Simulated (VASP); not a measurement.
A run of VASP 6.6.1:

File INCAR:

```
SYSTEM = Ge
PREC = Accurate ; ENCUT = 520
EDIFF = 1E-6 ; ISMEAR = 0
SIGMA = 0.15 ; LREAL = .FALSE.
LASPH = .TRUE. ; NELM = 80
ALGO = Normal ; ISIF = 2
LWAVE = .FALSE. ; LCHARG = .FALSE.
GGA = PS ; NBANDS = 36
```

File KPOINTS:

```
regular mesh
0
G
  12 12 8
  0 0 0
```

POSCAR

```
Ge
1.0
    4.0569223822      0.0000000000      0.0000000000
   -2.0284611911      3.5133978441      0.0000000000
    0.0000000000      0.0000000000      6.5963651330
Ge
4
Direct
    0.6666666667      0.3333333333      0.0629118565
    0.3333333333      0.6666666667      0.5629118565
    0.6666666667      0.3333333333      0.4370881435
    0.3333333333      0.6666666667      0.9370881435
```

Potentials or basis: VASP PAW PBE potentials, release 64 (Ge_d).

Command:

```bash
$ cat potpaw_PBE.64/Ge_d/POTCAR > POTCAR
$ mpirun -np 1 vasp_std > vasp.out
```

Hardware: 1 thread of Intel Xeon 6975P-C, with other jobs on the host.

Task: Estimate the wall time of this run.

Result: It took 4.2 min on 1 thread of Intel Xeon 6975P-C, with other jobs on the host, peak memory 0.35 GiB. Counts: scf iterations 12, k points 95.
